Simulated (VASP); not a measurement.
# PbS (Pm-3m) in VASP: notebook, part 3 of 3

VASP 6.6.1. The steps go on from the part before.

**6. Single point, HSE06**

This run uses another cell than the first one, of 24.87 Å³/atom.

The input, POSCAR:

```
PbS
1.0
    3.6778561224      0.0000000000      0.0000000000
    0.0000000000      3.6778561224      0.0000000000
    0.0000000000      0.0000000000      3.6778561224
Pb S
1 1
Direct
    0.0000000000      0.0000000000      0.0000000000
    0.5000000000      0.5000000000      0.5000000000
```

The input, INCAR.step1:

```
SYSTEM = PbS
PREC     = Accurate       ! precision mode
ENCUT    = 520            ! plane-wave cutoff, eV
EDIFF    = 1E-5           ! SCF threshold, eV
ISMEAR   = -1             ! smearing method
SIGMA    = 0.05           ! smearing width, eV
LREAL    = .False.        ! projectors in reciprocal space
LASPH    = .True.         ! aspherical terms in the spheres
NELM     = 80             ! most SCF steps
ALGO     = Normal         ! electronic algorithm
ISIF     = 2              ! what is computed and relaxed
LWAVE    = .True.         ! write WAVECAR
NBANDS   = 17             ! bands
GGA      = PE             ! functional
```

The input, INCAR.step2:

```
SYSTEM = PbS
PREC     = Accurate       ! precision mode
ENCUT    = 520            ! plane-wave cutoff, eV
EDIFF    = 1E-6           ! SCF threshold, eV
ISMEAR   = -1             ! smearing method
SIGMA    = 0.05           ! smearing width, eV
LREAL    = .False.        ! projectors in reciprocal space
LASPH    = .True.         ! aspherical terms in the spheres
NELM     = 80             ! most SCF steps
ALGO     = Normal         ! electronic algorithm
ISIF     = 2              ! what is computed and relaxed
LWAVE    = .False.        ! write WAVECAR
LCHARG   = .True.         ! write CHGCAR
GGA      = PE             ! functional
LHFCALC  = .True.         ! exact exchange
HFSCREEN = 0.2079         ! screening, 1/A
PRECFOCK = Normal       
LELF     = .True.         ! ELF
LVHAR    = .True.       
NBANDS   = 17             ! bands
ISTART   = 1
```

The input, KPOINTS:

```
Automatic mesh
0
Gamma
  4 4 4
  0 0 0
```

Potentials or basis: VASP PAW PBE potentials, release 64 (Pb_d, S).

Launch:

```bash
$ cat potpaw_PBE.64/Pb_d/POTCAR potpaw_PBE.64/S/POTCAR > POTCAR
$ cp INCAR.step1 INCAR
$ mpirun -np 1 vasp_std > vasp.out
$ cp INCAR.step2 INCAR
$ mpirun -np 1 vasp_std > vasp.out
```

OUTCAR:

```text
SYSTEM = PbS
   PREC = Accurate
   ENCUT = 520
   EDIFF = 1E-6
   ISMEAR = -1
   LREAL = .False.
   LASPH = .True.
   NELM = 80
   ISIF = 2
   GGA = PE
   LHFCALC = .True.
   HFSCREEN = 0.2079
   PRECFOCK = Normal
   ISTART = 1

 ion  position               nearest neighbor table
   1  0.000  0.000  0.000-   2 3.19   2 3.19   2 3.19   2 3.19   2 3.19   2 3.19   2 3.19   2 3.19

   2  0.500  0.500  0.500-   1 3.19   1 3.19   1 3.19   1 3.19   1 3.19   1 3.19   1 3.19   1 3.19

  LATTYP: Found a simple cubic cell.
[... 383 lines left out ...]

  FORCE on cell =-STRESS in cart. coord.  units (eV):
  Direction    XX          YY          ZZ          XY          YZ          ZX
  --------------------------------------------------------------------------------------
  -------------------------------------------------------------------------------------
  Total       -0.8281111     -0.8281111     -0.8281111     -0.0000000     -0.0000000     -0.0000000
  in kB      -26.6695053    -26.6695053    -26.6695053     -0.0000000     -0.0000000     -0.0000000
  external PRESSURE =     -26.6695053 kB  Pullay stress =       0.0000000 kB

 VOLUME and BASIS-vectors are now :
 -----------------------------------------------------------------------------
  energy-cutoff  :      520.00
  volume of cell :       49.75
      direct lattice vectors                 reciprocal lattice vectors
     3.677856122  0.000000000  0.000000000     0.271897531  0.000000000  0.000000000
     0.000000000  3.677856122  0.000000000     0.000000000  0.271897531  0.000000000
     0.000000000  0.000000000  3.677856122     0.000000000  0.000000000  0.271897531

 POSITION                                       TOTAL-FORCE (eV/Angst)
 -----------------------------------------------------------------------------------
      0.00000      0.00000      0.00000         0.000000      0.000000      0.000000
      1.83893      1.83893      1.83893         0.000000      0.000000      0.000000
 -----------------------------------------------------------------------------------
    total drift:                                0.000003      0.000003      0.000003

  FREE ENERGIE OF THE ION-ELECTRON SYSTEM (eV)
  ---------------------------------------------------
  free  energy   TOTEN  =        -9.7570637359 eV

  energy  without entropy=       -9.7504016715  energy(sigma->0) =       -9.75373270
```

OUTCAR.step1:

```text
SYSTEM = PbS
   PREC = Accurate
   ENCUT = 520
   EDIFF = 1E-5
   ISMEAR = -1
   LREAL = .False.
[... 406 lines left out ...]
      0.00000      0.00000      0.00000         0.000000      0.000000      0.000000
      1.83893      1.83893      1.83893         0.000000      0.000000      0.000000
 -----------------------------------------------------------------------------------
    total drift:                               -0.000000      0.000000      0.000000

  FREE ENERGIE OF THE ION-ELECTRON SYSTEM (eV)
  ---------------------------------------------------
  free  energy   TOTEN  =        -8.1783457844 eV

  energy  without entropy=       -8.1684865939  energy(sigma->0) =       -8.17341619
```

It took 17 min on 1 thread of Intel Xeon 8259CL, shared host; peak memory 0.28 GiB.

Results:

- Free energy: -9.7571 eV
- Pressure: -2.7 GPa
- Band gap on the k mesh: 0.03 eV (least direct gap 0.87 eV)

Levels at points of the mesh, in eV from the valence-band top:
| k point | band 6 | band 7 | band 8 | band 9 | band 10 | band 11 | band 12 | band 13 | band 14 | band 15 |
| --- | --- | --- | --- | --- | --- | --- | --- | --- | --- | --- |
| (0.00, 0.00, 0.00) | -14.32 | -7.13 | -1.70 | -1.70 | -1.70 | 6.28 | 6.28 | 7.44 | 7.44 | 7.44 |
| (0.50, 0.00, 0.00) | -12.99 | -9.64 | -0.51 | -0.51 | 0.00 | 0.87 | 4.67 | 4.67 | 7.67 | 10.10 |
| (0.50, 0.50, 0.00) | -12.20 | -7.67 | -4.73 | -4.73 | -0.27 | 5.03 | 5.03 | 6.76 | 8.07 | 10.44 |
| (0.50, 0.50, 0.50) | -11.94 | -6.29 | -2.56 | -2.56 | -2.56 | 0.03 | 0.03 | 0.03 | 14.87 | 14.87 |

Caveat: the k points lie up to 0.43 Å⁻¹ apart; the PAW data sets were made with another functional, which shifts forces and pressure a little; spin-orbit coupling is left out, which moves the levels of the heavy elements. A k mesh can miss the band edges.

**7. Summary**

```csv
cell,gap on the mesh (eV),pressure (GPa)
"a = 3.725 Å, 2 atoms",0.26,-4.0
"a = 3.579 Å, 2 atoms",none,1.3
"a = 3.604 Å, 2 atoms",none,-0.1
"a = 3.629 Å, 2 atoms",none,-1.3
"a = 3.678 Å, 2 atoms",0.03,-2.7
```

Alike in all rows: task single point; level HSE06; potentials or basis VASP PAW PBE potentials, release 64 (Pb_d, S); no spin polarisation; k mesh 4 × 4 × 4; cutoff (eV) 520; smearing fermi-dirac 0.05 eV.

Caveats: all runs use coarse meshes; the PAW data sets were made with another functional, which shifts forces and pressure a little; spin-orbit coupling is left out, which moves the levels of the heavy elements.

Total energies depend on the potentials used, so only differences within one code and one set of settings carry meaning.
